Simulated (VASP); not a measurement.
Set up this calculation in VASP 6.6.1, as the native input.

| Item | Value |
| --- | --- |
| Task | single point |
| Functional | PBE |
| Potentials or basis | VASP PAW PBE potentials, release 64 (Al, N) |
| Cutoff | 520 eV |
| k mesh | 6 × 6 × 6 |
| Occupations | gaussian, width 0.05 eV |
| Spin | no spin polarisation |
| Dipole correction | no |
| Further INCAR settings | ALGO = Normal; EDIFF = 1e-06; NBANDS = 16 |

The structure of AlN lies in POSCAR:

```
AlN
1.0
    0.0000000000     -2.2015682416     -2.2015682416
   -2.2015682416      0.0000000000     -2.2015682416
    2.2015682416      2.2015682416     -4.4031364832
Al N
2 2
Direct
   -0.0121900827      0.0543517693      0.0000000000
    0.5121900827      0.4456482307      0.5000000000
    0.3640770714      0.4237019254      0.8750000000
    0.8859229286      0.8262980746      0.3750000000
```

This cell differs from its parent crystal: mode 4 frozen in at -0.154 Å and mode 10 at +0.000 Å (largest displacements).

One way to write it, as run:

INCAR

```
ALGO = Normal
EDIFF = 1E-6
ENCUT = 520
GGA = PE
ISIF = 2
ISMEAR = 0
LASPH = T
LCHARG = F
LREAL = F
LWAVE = F
NBANDS = 16
NELM = 80
PREC = Accurate
SIGMA = 0.05
```

KPOINTS

```
k-points
0
Gamma
  6 6 6
```

Potentials or basis: VASP PAW PBE potentials, release 64 (Al, N).

Run with:

```sh
$ cat potpaw_PBE.64/Al/POTCAR potpaw_PBE.64/N/POTCAR > POTCAR
$ mpirun -np 1 vasp_std > vasp.out
```

Results of the run:

The pressure is -1.0 GPa. The largest force is 0.788 eV/Å and the band gap on the k mesh is 3.16 eV, indirect (least direct gap 3.67 eV).

Caveat: the cell differs from its parent crystal (mode 4 frozen in at -0.154 Å and mode 10 at +0.000 Å (largest displacements)).

Run time: 52 s on 1 thread of AMD EPYC 7R43 64-Core Processor (Zen 3) (shared host), peak memory 0.16 GiB.
